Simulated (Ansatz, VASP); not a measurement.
## HfB3Ir in VASP and in Ansatz

```xyz
5
Lattice="4.1901 0.0000 0.0000 -2.0951 3.6287 0.0000 0.0000 0.0000 5.2492" Properties=species:S:1:pos:R:3 pbc="T T T"
Hf    0.0000    0.0000    2.6246
B     0.8314    1.9391    0.0000
B     0.0000    3.3792    0.0000
B    -0.8314    1.9391    0.0000
Ir    0.0000    0.0000    0.0000
```

Alike in both runs: task relaxation of cell and atoms; functional PBE; k mesh 12 × 12 × 8; occupations gaussian, width 0.1 eV; no spin polarisation.

|  | VASP | Ansatz |
| --- | --- | --- |
| version | VASP 6.6.1 | Ansatz 0.2.0 |
| potentials or method | VASP PAW PBE potentials, release 64 (Hf_pv, B, Ir), cutoff 600 eV | scalar-relativistic, plane waves, PAW |
| valence electrons in the cell | 28 | 52 |

VASP gave:

```
gap on the k mesh at the Fermi level, each at its own relaxed structure (eV) : none
relaxed volume (Å³/atom)                                                     : 15.93
relaxed length of the cell vector where the two differ most in proportion (Å)              : 5.223
```

Problem. Estimate Ansatz's values.

Solution. gap on the k mesh at the Fermi level, each at its own relaxed structure (eV): none; relaxed volume (Å³/atom): 15.96; relaxed length of the cell vector where the two differ most in proportion (Å): 5.249.

A gap of «none» marks a metal or a gap that the smearing closes. VASP's potentials hold 28 valence electrons a cell and Ansatz's 52, so a difference there can come from the potentials and not from the codes.

Neither program's run includes spin-orbit coupling.
